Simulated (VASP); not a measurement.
Wanted: the native input for a VASP 6.6.1 run.

```
Task                   : single point
Functional             : r2SCAN
Potentials or basis    : VASP PAW PBE potentials, release 64 (Pb_d, O)
Cutoff                 : 520 eV
k mesh                 : 4 × 4 × 6
Occupations            : fermi-dirac, width 0.02 eV
Spin                   : no spin polarisation
Dipole correction      : no
Further INCAR settings : ALGO = Normal; EDIFF = 1e-06; NBANDS = 35
```

Crystal: PbO2 (Plattnerite).

```xyz
6
Lattice="4.9827 0.0000 0.0000 0.0000 4.9827 0.0000 0.0000 0.0000 3.4080" Properties=species:S:1:pos:R:3 pbc="T T T"
Pb    0.0000    0.0000    0.0000
Pb    2.4914    2.4914    1.7040
O     1.5308    1.5308    0.0000
O     0.9605    4.0222    1.7040
O     3.4519    3.4519    0.0000
O     4.0222    0.9605    1.7040
```

These files were run (other wordings do the same):

POSCAR

```
PbO2
1.0
    4.9827343070      0.0000000000      0.0000000000
    0.0000000000      4.9827343070      0.0000000000
    0.0000000000      0.0000000000      3.4080489278
Pb O
2 4
Direct
    0.0000000000      0.0000000000      0.0000000000
    0.5000000000      0.5000000000      0.5000000000
    0.3072247645      0.3072247645      0.0000000000
    0.1927752355      0.8072247645      0.5000000000
    0.6927752355      0.6927752355      0.0000000000
    0.8072247645      0.1927752355      0.5000000000
```

INCAR.step1

```
SYSTEM = PbO2
ALGO = Normal
EDIFF = 1E-4
ENCUT = 520
GGA = PE
ISMEAR = -1
LASPH = .TRUE.
LCHARG = .FALSE.
LREAL = .FALSE.
LWAVE = .TRUE.
NBANDS = 35
NELM = 100
PREC = Accurate
SIGMA = 0.02
```

INCAR.step2

```
SYSTEM = PbO2
ALGO = Normal
EDIFF = 1E-6
ENCUT = 520
ISIF = 2
ISMEAR = -1
ISTART = 1
LASPH = .TRUE.
LCHARG = .TRUE.
LELF = .TRUE.
LMIXTAU = .TRUE.
LREAL = .FALSE.
LVHAR = .TRUE.
LWAVE = .FALSE.
METAGGA = R2SCAN
NBANDS = 35
NELM = 100
PREC = Accurate
SIGMA = 0.02
```

KPOINTS

```
k-points
0
G
  4 4 6
  0 0 0
```

Potentials or basis: VASP PAW PBE potentials, release 64 (Pb_d, O).

Command:

```sh
$ cat potpaw_PBE.64/Pb_d/POTCAR potpaw_PBE.64/O/POTCAR > POTCAR
$ cp INCAR.step1 INCAR
$ mpirun -np 1 vasp_std > vasp.out
$ cp INCAR.step2 INCAR
$ mpirun -np 1 vasp_std > vasp.out
```

It gave:

The pressure is 0.9 GPa and the largest force is 0.018 eV/Å. The band gap on the k mesh is 0.18 eV, indirect (least direct gap 0.54 eV).

Caveat: the PAW data sets were made with another functional, which shifts forces and pressure a little; spin-orbit coupling is left out, which moves the levels of the heavy elements.

It took 3.1 min on 1 thread of Intel(R) Xeon(R) Platinum 8488C (Sapphire Rapids) (shared host), peak memory 0.24 GiB.
